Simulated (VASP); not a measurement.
## Se: single point with r2SCAN+D3(BJ)

The system is Se.

```
CELL_PARAMETERS angstrom
1.85857 1.07304 0.85124
-1.85857 1.07304 0.85124
0.00000 -2.14609 0.85124
ATOMIC_POSITIONS crystal
Se 0.00000 0.00000 0.00000
```

| Quantity | Value |
| --- | --- |
| Program | VASP 6.6.1 |
| Task | single point |
| Functional | r2SCAN |
| Dispersion | D3(BJ) |
| Potentials or basis | VASP PAW PBE potentials, release 64 (Se) |
| Cutoff | 520 eV |
| k mesh | 13 × 13 × 13 |
| Occupations | methfessel-paxton, width 0.1 eV |
| Spin | no spin polarisation |
| Dipole correction | no |
| Further INCAR settings | ALGO = Normal; EDIFF = 1e-06; NBANDS = 9 |

```yaml
Pressure: 232.6 GPa
Band_gap_on_the_k_mesh: zero (band 3 reaches 26.38 eV, above the bottom of band 4 at 8.60 eV)
Dispersion_energy_per_atom: -0.409 eV
```

Stress tensor (GPa, compression positive):
```
237.23   0.00   0.00
  0.00 237.24   0.00
  0.00   0.00 223.29
```

Levels at points of the mesh, in eV from the Fermi level:
```csv
k point,band 1,band 2,band 3,band 4,band 5,band 6,band 7
"(0.00, 0.00, 0.00)",-26.75,6.57,9.24,9.24,12.99,12.99,15.94
```

It took 36 s on 1 thread of Intel(R) Xeon(R) Platinum 8488C (Sapphire Rapids), with other jobs on the host, peak memory 0.15 GiB.

Caveat: the PAW data sets were made with another functional, which shifts forces and pressure a little; pairwise dispersion overbinds metals, which lowers pressure and volume.
